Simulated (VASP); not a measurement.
# Ba: single point with r2SCAN

Ba:

```
Ba
1.0
     4.32594    0.00000    0.00000
    -2.16297    3.74637    0.00000
     0.00000    0.00000    3.92641
Ba
1
Direct
  0.00000 0.00000 0.00000
```

This isn't the form of Ba at room conditions, which is bcc.

```json
{
  "Program": "VASP 6.6.1",
  "Task": "single point",
  "Functional": "r2SCAN",
  "Potentials or basis": "VASP PAW PBE potentials, release 64 (Ba_sv)",
  "Cutoff": "520 eV",
  "k mesh": "8 × 8 × 7",
  "Occupations": "methfessel-paxton, width 0.1 eV",
  "Spin": "no spin polarisation"
}
```

```json
{"Pressure": "-0.1 GPa", "Band gap on the k mesh": "zero (bands 5 and 6 overlap by 0.28 eV)"}
```

Levels at points of the mesh, in eV from the Fermi level:
```csv
k point,band 1,band 2,band 3,band 4,band 5,band 6,band 7,band 8,band 9,band 10
"(0.00, 0.00, 0.00)",-30.30,-14.82,-14.82,-14.71,-2.89,0.25,1.78,1.78,5.01,5.01
"(0.50, 0.00, 0.00)",-30.26,-15.30,-14.94,-14.66,-1.00,0.57,0.80,3.01,4.58,4.88
```

Run time: 71 s on 1 thread of AMD EPYC 7R13 Processor (Zen 3), on a shared host, peak memory 0.16 GiB.

Caveat: the PAW data sets were made with another functional, which shifts forces and pressure a little; spin-orbit coupling is left out, which moves the levels of the heavy elements.
